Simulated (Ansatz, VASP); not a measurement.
**Cl in VASP and in Ansatz**

```xyz
1
Lattice="2.2900 0.0000 0.0000 0.0000 2.2900 0.0000 0.0000 0.0000 2.2900" Properties=species:S:1:pos:R:3 pbc="T T T"
Cl    0.0000    0.0000    0.0000
```

Change from the starting cell: volume scaled by 0.58, LAPW.

Alike in both runs: task single point; functional LDA; k mesh 15 × 15 × 15; occupations fermi-dirac, width 0.08 eV; no spin polarisation.

|  | VASP | Ansatz |
| --- | --- | --- |
| version | VASP 6.6.1 | Ansatz 0.2.0 |
| potentials or method | VASP PAW LDA potentials, release 64 (Cl), cutoff 520 eV | all-electron LAPW, scalar-relativistic |

```csv
,VASP,Ansatz,Ansatz less VASP
pressure (GPa),103.2,103.3,+0.18
```

LDA's correlation is that of Perdew and Zunger in VASP and of Perdew and Wang (1992) in Ansatz. Both programs put the cell under a high pressure, so it lies far from rest at this level. Ansatz ran all-electron here, and VASP with PAW potentials.

Noted on VASP's run: the cell as given lies far from equilibrium.
